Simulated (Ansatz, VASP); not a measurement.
# Sr: VASP beside Ansatz

```xyz
2
Lattice="4.2052 0.0000 0.0000 0.0000 4.2052 0.0000 0.0000 0.0000 29.8847" Properties=species:S:1:pos:R:3 pbc="T T T"
Sr    2.1026    0.0000    7.5494
Sr    0.0000    2.1026   10.4506
```

Alike in both runs: functional PBE; k mesh 4 × 4 × 1; occupations gaussian, width 0.1 eV; no spin polarisation.

Ansatz relaxed the structure, and its values are those at the end. VASP's run is a single point on that final structure, the one shown.

|  | VASP | Ansatz |
| --- | --- | --- |
| version | VASP 6.6.1 | Ansatz 0.2.0 |
| potentials or method | VASP PAW PBE potentials, release 64 (Sr_sv), cutoff 520 eV | scalar-relativistic, plane waves, PAW |
| valence electrons in the cell | 20 | 20 |

Ansatz gave:

- gap on the k mesh at the Fermi level (eV): 0.56
- least direct gap on the mesh (eV): 0.70
- rms of the force components (eV/Å): 0.023

Task: Which values does VASP return?

Result: gap on the k mesh at the Fermi level (eV): 0.57; least direct gap on the mesh (eV): 0.70; rms of the force components (eV/Å): 0.024.

Ansatz's warnings: slab cell height set.
